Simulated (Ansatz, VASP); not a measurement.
**EuBi: VASP beside Ansatz**

```
Eu Bi
1.0
     0.00000    3.65030    3.65030
     3.65030    0.00000    3.65030
     3.65030    3.65030    0.00000
Eu Bi
1 1
Direct
  0.00000 0.00000 0.00000
  0.25000 0.25000 0.25000
```

Alike in both runs: task single point; functional PBE; k mesh 8 × 8 × 8; occupations gaussian, width 0.05 eV; collinear spin.

```csv
,VASP,Ansatz
version,VASP 6.6.1,Ansatz 0.2.0
potentials or method,"VASP PAW PBE potentials, release 64 (Eu, Bi_d), cutoff 520 eV","scalar-relativistic, plane waves, PAW"
valence electrons in the cell,32,32
```

Ansatz gave:

| Property | Result |
| --- | --- |
| gap on the k mesh at the Fermi level (eV) | none |
| pressure (GPa) | 1.0 |
| net moment per atom (μB) | 3.00 |
| size of the moment on the site where the two differ most (μB) | 6.59 |

Problem. What did VASP give for the same quantities?

Solution. gap on the k mesh at the Fermi level (eV): none; pressure (GPa): 0.9; net moment per atom (μB): 3.00; size of the moment on the site where the two differ most (μB): 6.41.

Site moments also hang on the region over which each program counts them. A gap of «none» marks a metal or a gap that the smearing closes. Ansatz's warnings: given moment on shells.

Spin-orbit coupling is off throughout.
